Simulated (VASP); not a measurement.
Crystal: InGa2As3.

```xyz
12
Lattice="6.1400 -3.5450 0.0000 6.1400 3.5450 0.0000 0.0000 0.0000 6.6900" Properties=species:S:1:pos:R:3 pbc="T T T"
In    6.1400    2.3633    3.3450
In    6.1400   -2.3633    0.0000
Ga    4.0933   -1.1817    3.3450
Ga    8.1867   -1.1817    3.3450
Ga    8.1867    1.1817    0.0000
Ga    4.0933    1.1817    0.0000
As    8.1867    1.1817    2.5088
As    6.1400   -2.3633    2.5088
As    4.0933    1.1817    2.5088
As    4.0933   -1.1817    5.8538
As    8.1867   -1.1817    5.8538
As    6.1400    2.3633    5.8538
```

* Program: VASP 6.6.1
* Task: relaxation of cell and atoms
* Functional: PBE
* Potentials or basis: VASP PAW PBE potentials, release 64 (In_d, Ga_d, As)
* Cutoff: 600 eV
* k mesh: 3 × 3 × 3
* Occupations: gaussian, width 0.2 eV
* Spin: no spin polarisation

At the start: pressure 4.3 GPa; volume 24.27 Å³/atom.

Problem. How do energy, volume and symmetry change on relaxing?

Solution. Over 8 steps the energy falls by 67.9 meV/atom and the volume is 25.61 Å³/atom (+5.5 %); space group Cmc2_1 (No. 36, to 0.1 Å) before and after.

The path:
| step | energy change (eV) | largest force (eV/Å) | pressure (GPa) | volume (Å³) |
| --- | --- | --- | --- | --- |
| 1 | 0.0000 | 1.6458 | 4.30 | 291.23 |
| 2 | -0.6119 | 0.5768 | -1.71 | 319.53 |
| 3 | -0.6151 | 0.6415 | -1.33 | 317.28 |
| 4 | -0.7517 | 0.3367 | -0.53 | 311.19 |
| 5 | -0.7979 | 0.2023 | 0.43 | 305.13 |
| 6 | -0.8114 | 0.0952 | -0.01 | 307.41 |
| 7 | -0.8120 | 0.0834 | -0.12 | 307.99 |
| 8 | -0.8147 | 0.0307 | 0.00 | 307.35 |

Final structure:
```
CELL_PARAMETERS angstrom
6.23332 -3.59991 0.00000
6.23332 3.59991 0.00000
0.00000 0.00000 6.84836
ATOMIC_POSITIONS crystal
In 0.17079 0.82921 0.49927
In 0.82921 0.17079 0.99927
Ga 0.49535 0.16658 0.50098
Ga 0.83342 0.50465 0.50098
Ga 0.50465 0.83342 0.00098
Ga 0.16658 0.49535 0.00098
As 0.51854 0.83357 0.36701
As 0.81455 0.18545 0.38975
As 0.16643 0.48146 0.36701
As 0.48146 0.16643 0.86701
As 0.83357 0.51854 0.86701
As 0.18545 0.81455 0.88975
```
